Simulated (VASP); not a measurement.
The system is C.

```xyz
8
Lattice="2.5553 0.0000 0.0000 -1.2776 2.2129 0.0000 0.0000 0.0000 8.3455" Properties=species:S:1:pos:R:3 pbc="T T T"
C     1.2776    0.7376    7.0415
C     0.0000    1.4753    2.8688
C     1.2776    0.7376    5.4767
C     0.0000    1.4753    1.3040
C     0.0000    0.0000    7.5631
C     0.0000    0.0000    3.3904
C     0.0000    0.0000    4.9551
C     0.0000    0.0000    0.7824
```

This cell differs from its parent crystal: volume scaled by 1.04.

Base run:

* Program: VASP 6.6.1
* Functional: PBE
* Potentials or basis: VASP PAW PBE potentials, release 64 (C)
* Cutoff: 520 eV
* k mesh: 12 × 12 × 4
* Occupations: fermi-dirac, width 0.05 eV
* Spin: no spin polarisation

Its results: band gap on the k mesh 4.32 eV, indirect (least direct gap 5.10 eV); pressure -13.3 GPa; largest force 0.305 eV/Å.

**Question.** The run is repeated on the same cell with these changes: functional from PBE to LDA; potentials or basis from VASP PAW PBE potentials, release 64 (C) to VASP PAW LDA potentials, release 64 (C). What comes out?

**Answer.** Band gap on the k mesh 4.27 eV, indirect (least direct gap 5.05 eV); pressure -26.6 GPa; largest force 0.307 eV/Å.

A k mesh can miss the band edges.
